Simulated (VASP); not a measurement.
Here is a VASP 6.6.1 calculation.

File INCAR:

```
SYSTEM = K
ALGO = Fast ; EDIFF = 1E-6
ENCUT = 520 ; GGA = PS
ISIF = 2 ; ISMEAR = 0
LASPH = .TRUE. ; LCHARG = .FALSE.
LREAL = .FALSE. ; LWAVE = .FALSE.
NBANDS = 10 ; NELM = 100
PREC = Accurate ; SIGMA = 0.15
```

File KPOINTS:

```
k-points
0
G
  14 14 14
  0 0 0
```

The input POSCAR:

```
K
1.0
   -2.6834500000      2.6834500000      2.6834500000
    2.6834500000     -2.6834500000      2.6834500000
    2.6834500000      2.6834500000     -2.6834500000
K
1
Direct
    0.0000000000      0.0000000000      0.0000000000
```

Potentials or basis: VASP PAW PBE potentials, release 64 (K_sv).

The run is started by

```sh
$ cat potpaw_PBE.64/K_sv/POTCAR > POTCAR
$ mpirun -np 1 vasp_std > vasp.out
```

What does it give for the pressure?

-0.3 GPa.

Predict the band gap on the k mesh.

zero (an odd number of electrons rules out a gap without spin polarisation).

Caveat: the cell differs from its parent crystal (strain +0.025 along x and y, +0.025 along z); the PAW data sets were made with another functional, which shifts forces and pressure a little.
